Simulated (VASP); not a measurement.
# CeO2 (Fm-3m) in VASP: a series of runs

CeO2 is run at these levels: PBE; tasks: single point, relaxation of cell and atoms.

Program: VASP 6.6.1. These are calculated values, not measurements. Logs are shortened: lines on timing, memory, paths and dates and some standing lists are left out, and cuts for length are marked.

### 1 The cell of the first run

Symmetry: Fm-3m, No. 225, cubic system. The conventional cell has a = 5.518 Å, b = 5.518 Å, c = 5.518 Å, α = 90.00°, β = 90.00°, γ = 90.00°. Ce (site symmetry m-3m) has 8 O at 2.39 Å within 3.2 Å. Within 3.2 Å of O (site symmetry -43m) lie 4 Ce at 2.39 Å and 6 O at 2.76 Å.

### 2 Single point, PBE (14.00 Å³/atom)

INCAR

```
SYSTEM = CeO2
PREC = Accurate ; ENCUT = 520
EDIFF = 1E-6 ; ISMEAR = 0
SIGMA = 0.02 ; LREAL = .False.
LASPH = .True. ; NELM = 60
ALGO = Normal ; ISIF = 2
LWAVE = .False. ; LCHARG = .False.
GGA = PE ; NBANDS = 19
```

KPOINTS

```
regular mesh
0
Gamma
  8 8 8
  0 0 0
```

POSCAR

```
CeO2
1.0
    0.0000000000      2.7591970627      2.7591970627
    2.7591970627      0.0000000000      2.7591970627
    2.7591970627      2.7591970627      0.0000000000
Ce O
1 2
Direct
    0.0000000000      0.0000000000      0.0000000000
    0.2500000000      0.2500000000      0.2500000000
    0.7500000000      0.7500000000      0.7500000000
```

Potentials or basis: VASP PAW PBE potentials, release 64 (Ce, O).

On the command line:

```sh
> cat potpaw_PBE.64/Ce/POTCAR potpaw_PBE.64/O/POTCAR > POTCAR
> mpirun -np 1 vasp_std > vasp.out
```

OUTCAR:

```text
SYSTEM = CeO2
   PREC = Accurate
   ENCUT = 520
   EDIFF = 1E-6
   ISMEAR = 0
   LREAL = .False.
   LASPH = .True.
   NELM = 60
   ISIF = 2
   GGA = PE

 ion  position               nearest neighbor table
   1  0.000  0.000  0.000-   3 2.39   3 2.39   3 2.39   2 2.39   3 2.39   2 2.39   2 2.39   2 2.39

   2  0.250  0.250  0.250-   1 2.39   1 2.39   1 2.39   1 2.39
   3  0.750  0.750  0.750-   1 2.39   1 2.39   1 2.39   1 2.39

  LATTYP: Found a face centered cubic cell.
 ALAT       =     5.5183941254

  Lattice vectors:

 A1 = (   0.0000000000,   2.7591970627,   2.7591970627)
 A2 = (   2.7591970627,   0.0000000000,   2.7591970627)
 A3 = (   2.7591970627,   2.7591970627,   0.0000000000)

Analysis of symmetry for initial positions (statically):
=====================================================================
 Subroutine PRICEL returns:
 Original cell was already a primitive cell.

 Routine SETGRP: Setting up the symmetry group for a
 face centered cubic supercell.

 Subroutine GETGRP returns: Found 48 space group operations
 (whereof 48 operations were pure point group operations)
 out of a pool of 48 trial point group operations.

The static configuration has the point symmetry O_h .

Analysis of symmetry for dynamics (positions and initial velocities):
=====================================================================
 Subroutine PRICEL returns:
 Original cell was already a primitive cell.

 Routine SETGRP: Setting up the symmetry group for a
 face centered cubic supercell.

 Subroutine GETGRP returns: Found 48 space group operations
 (whereof 48 operations were pure point group operations)
 out of a pool of 48 trial point group operations.

The dynamic configuration has the point symmetry O_h .

 Subroutine INISYM returns: Found 48 space group operations
 (whereof 48 operations are pure point group operations),
 and found     1 'primitive' translations

----------------------------------------------------------------------------------------

                                     Primitive cell

  volume of cell :      42.0125

  direct lattice vectors                    reciprocal lattice vectors
     0.000000000  2.759197063  2.759197063    -0.181212138  0.181212138  0.181212138
     2.759197063  0.000000000  2.759197063     0.181212138 -0.181212138  0.181212138
     2.759197063  2.759197063  0.000000000     0.181212138  0.181212138 -0.181212138

  length of vectors
     3.902093907  3.902093907  3.902093907     0.313868631  0.313868631  0.313868631

  position of ions in fractional coordinates (direct lattice)
     0.000000000  0.000000000  0.000000000
     0.250000000  0.250000000  0.250000000
     0.750000000  0.750000000  0.750000000

  ion indices of the primitive-cell ions
   primitive index   ion index
                 1           1
                 2           2
                 3           3

----------------------------------------------------------------------------------------

 KPOINTS: regular mesh

Automatic generation of k-mesh.
 Grid dimensions read from file:
 generate k-points for:    8    8    8

 Generating k-lattice:

  Cartesian coordinates                     Fractional coordinates (reciprocal lattice)
    -0.022651517  0.022651517  0.022651517     0.125000000  0.000000000  0.000000000
     0.022651517 -0.022651517  0.022651517     0.000000000  0.125000000  0.000000000
     0.022651517  0.022651517 -0.022651517     0.000000000  0.000000000  0.125000000

  Length of vectors
     0.039233579  0.039233579  0.039233579

  Shift w.r.t. Gamma in fractional coordinates (k-lattice)
     0.000000000  0.000000000  0.000000000

 Subroutine IBZKPT returns following result:
 ===========================================

 Found     29 irreducible k-points:

 Following reciprocal coordinates:
            Coordinates               Weight
  0.000000  0.000000  0.000000      1.000000
  0.125000  0.000000  0.000000      8.000000
  0.250000  0.000000  0.000000      8.000000
  0.375000  0.000000  0.000000      8.000000
  0.500000  0.000000  0.000000      4.000000
  0.125000  0.125000  0.000000      6.000000
[... 16 lines left out ...]
  0.500000  0.250000  0.125000     48.000000
 -0.375000  0.250000  0.125000     24.000000
 [... further k-points ...]
   k-points           NKPTS =     29   k-points in BZ     NKDIM =     29   number of bands    NBANDS=     19
   number of dos      NEDOS =    301   number of ions     NIONS =      3
   total plane-waves  NPLWV =  27000
   dimension x,y,z NGX =    30 NGY =   30 NGZ =   30
   dimension x,y,z NGXF=    60 NGYF=   60 NGZF=   60
   ions per type =               1   2
   NGX,Y,Z   is equivalent  to a cutoff of  12.78, 12.78, 12.78 a.u.
   NGXF,Y,Z  is equivalent  to a cutoff of  25.56, 25.56, 25.56 a.u.
 SYSTEM =  CeO2
   PREC   = accura    normal or accurate (medium, high low for compatibility)
   ISTART =      0    job   : 0-new  1-cont  2-samecut
   ICHARG =      2    charge: 1-file 2-atom 10-const
   ISPIN  =      1    spin polarized calculation?
   LNONCOLLINEAR =      F non collinear calculations
   LSORBIT =      F    spin-orbit coupling
   LASPH  =      T    aspherical Exc in radial PAW
   ENCUT  =  520.0 eV  38.22 Ry    6.18 a.u.   7.26  7.26  7.26*2*pi/ulx,y,z
   NELM   =     60;   NELMIN=  2; NELMDL= -5     # of ELM steps
   EDIFF  = 0.1E-05   stopping-criterion for ELM
   LREAL  =      F    real-space projection
   EDIFFG = 0.1E-04   stopping-criterion for IOM
   NSW    =      0    number of steps for IOM
   IBRION =     -1    ionic relax: 0-MD 1-quasi-New 2-CG
   NFREE  =      0    steps in history (QN), initial steepest desc. (CG)
   ISIF   =      2    stress and relaxation
   ISYM   =      2    0-nonsym 1-usesym 2-fastsym
   POTIM  = 0.5000    time-step for ionic-motion
   TEBEG  =    0.0;   TEEND  =   0.0 temperature during run
   PSTRESS=    0.0 pullay stress
   NELECT =      24.0000    total number of electrons
   NUPDOWN=      -1.0000    fix difference up-down
   EMIN   =  10.00;   EMAX   =-10.00  energy-range for DOS
   EFERMI =   0.00;   METHOD = LEGACY
   ISMEAR =     0;   SIGMA  =   0.02  broadening in eV -4-tet -1-fermi 0-gaus
   EFERMI_NEDOS =   21; number of points for ismear=-14 and -15
   IALGO  =     38    algorithm
   IMIX   =      4    mixing-type and parameters
     AMIX     =   0.40;   BMIX     =  1.00
     AMIX_MAG =   1.60;   BMIX_MAG =  1.00
  volume/ion in A,a.u.               =      14.00        94.50
  Fermi-wavevector in a.u.,A,eV,Ry     =   1.358373  2.566954 25.105178  1.845179
  Thomas-Fermi vector in A             =   2.485212
   LORBIT       =      0    0 simple, 1 ext, 2 COOP (PROOUT), +10 PAW based schemes
   GGA     = PE    functional components
   LHFCALC =     F    Hartree Fock is set to
   AEXX    =    0.0000 exact exchange contribution
   IVDW    =     0    specifies the selected vdW correction
   LEPSILON=     F    determine dielectric tensor
   LRPA    =     F    only Hartree local field effects (RPA)
 non-spin polarized calculation
 Gauss-broadening in eV      SIGMA  =   0.02
  energy-cutoff  :      520.00
  volume of cell :       42.01
 maximum number of plane-waves:      1158
 NGX is ok and might be reduce to    30
   NGX = 15   NGY = 15   NGZ = 15

 number of electron      23.9999995 magnetization

 Free energy of the ion-electron system (eV)
  ---------------------------------------------------
  ext. energy  EPLUGINS =         0.00000000
  ---------------------------------------------------
  free energy    TOTEN  =       -26.21292530 eV

  energy without entropy =      -26.21292530  energy(sigma->0) =      -26.21292530

 E-fermi :   4.9251     XC(G=0): -11.0091

 val. band max:        4.7406021309   @ k =  -0.2500   0.2500   0.0000
 cond. band min:       6.5218929351   @ k =   0.5000   0.0000   0.0000
 fundamental gap:      1.7812908042
 Fermi energy:         4.9250521258

 k-point     1 :       0.0000    0.0000    0.0000
  band No.  band energies     occupation
      1     -27.7910      2.00000
      2     -11.4509      2.00000
      3     -10.5079      2.00000
      4      -9.9963      2.00000
      5      -9.9963      2.00000
      6      -9.9963      2.00000
[... 11 lines left out ...]
     18       7.4103      0.00000
     19       7.4103      0.00000

 k-point     2 :       0.1250    0.0000    0.0000
  band No.  band energies     occupation
      1     -27.7683      2.00000
      2     -11.9442      2.00000
      3     -10.6209      2.00000
      4     -10.0261      2.00000
      5     -10.0261      2.00000
      6      -9.4659      2.00000
[... 11 lines left out ...]
     18       7.3282      0.00000
     19       7.3282      0.00000

 k-point     3 :       0.2500    0.0000    0.0000
  band No.  band energies     occupation
      1     -27.7127      2.00000
      2     -12.6641      2.00000
      3     -10.8997      2.00000
      4     -10.0963      2.00000
      5     -10.0963      2.00000
      6      -8.6179      2.00000
[... 11 lines left out ...]
     18       7.2317      0.00000
     19       7.2317      0.00000

 k-point     4 :       0.3750    0.0000    0.0000
  band No.  band energies     occupation
      1     -27.6561      2.00000
      2     -13.1831      2.00000
      3     -11.1520      2.00000
      4     -10.1643      2.00000
      5     -10.1643      2.00000
      6      -7.9570      2.00000
[... 407 lines left out ...]
     18       7.0847      0.00000
     19       7.2159      0.00000

 k-point    23 :       0.5000    0.2500    0.1250
  band No.  band energies     occupation
      1     -27.6250      2.00000
      2     -13.1223      2.00000
      3     -12.0964      2.00000
      4     -10.2769      2.00000
      5      -9.1700      2.00000
      6      -8.1193      2.00000
[... 11 lines left out ...]
     18       7.0737      0.00000
     19       7.3579      0.00000

 k-point    24 :      -0.3750    0.2500    0.1250
  band No.  band energies     occupation
      1     -27.6057      2.00000
      2     -13.1680      2.00000
      3     -12.3350      2.00000
      4     -10.3116      2.00000
      5      -9.0068      2.00000
      6      -8.0388      2.00000
[... 11 lines left out ...]
     18       7.0693      0.00000
     19       7.4473      0.00000

 [... further k-points ...]

------------------------ aborting loop because EDIFF is reached ----------------------------------------

  FORCE on cell =-STRESS in cart. coord.  units (eV):
  Direction    XX          YY          ZZ          XY          YZ          ZX
  --------------------------------------------------------------------------------------
  -------------------------------------------------------------------------------------
  Total       -1.2641779     -1.2641779     -1.2641779      0.0000000     -0.0000000      0.0000000
  in kB      -48.2103867    -48.2103867    -48.2103867      0.0000000     -0.0000000      0.0000000
  external PRESSURE =     -48.2103867 kB  Pullay stress =       0.0000000 kB

 VOLUME and BASIS-vectors are now :
 -----------------------------------------------------------------------------
  energy-cutoff  :      520.00
  volume of cell :       42.01
      direct lattice vectors                 reciprocal lattice vectors
     0.000000000  2.759197063  2.759197063    -0.181212138  0.181212138  0.181212138
     2.759197063  0.000000000  2.759197063     0.181212138 -0.181212138  0.181212138
     2.759197063  2.759197063  0.000000000     0.181212138  0.181212138 -0.181212138

 POSITION                                       TOTAL-FORCE (eV/Angst)
 -----------------------------------------------------------------------------------
      0.00000      0.00000      0.00000        -0.000000     -0.000000      0.000000
      1.37960      1.37960      1.37960        -0.000000     -0.000000     -0.000000
      4.13880      4.13880      4.13880         0.000000      0.000000      0.000000
 -----------------------------------------------------------------------------------
    total drift:                                0.000000     -0.000000      0.000000

  FREE ENERGIE OF THE ION-ELECTRON SYSTEM (eV)
  ---------------------------------------------------
  free  energy   TOTEN  =       -26.2129253020 eV

  energy  without entropy=      -26.2129253020  energy(sigma->0) =      -26.21292530
```

It took 70 s on 1 thread of Intel Xeon Platinum 8375C at 2.90GHz (Ice Lake), shared host; peak memory 0.19 GiB.

What came out:

| Property | Result |
| --- | --- |
| Free energy | -26.2129 eV |
| Pressure | -4.8 GPa |
| Band gap on the k mesh | 1.78 eV (least direct gap 1.87 eV) |

Levels at points of the mesh, in eV from the valence-band top:
| k point | band 8 | band 9 | band 10 | band 11 | band 12 | band 13 | band 14 | band 15 | band 16 | band 17 |
| --- | --- | --- | --- | --- | --- | --- | --- | --- | --- | --- |
| (0.00, 0.00, 0.00) | -3.54 | -3.54 | -0.53 | -0.53 | -0.53 | 2.06 | 2.06 | 2.06 | 2.27 | 2.67 |
| (0.50, 0.00, 0.00) | -2.71 | -1.22 | -1.14 | -0.75 | -0.75 | 1.78 | 1.94 | 1.94 | 2.07 | 2.52 |
| (0.50, 0.50, 0.00) | -1.19 | -1.19 | -0.67 | -0.67 | -0.53 | 1.82 | 1.90 | 1.90 | 2.03 | 2.35 |

Caveat: the cell stands under tension; spin-orbit coupling is left out, which moves the levels of the heavy elements. Spin polarisation is off, so any magnetic state and its effect on volume and gap are missing.

[end of part 1 of 2]
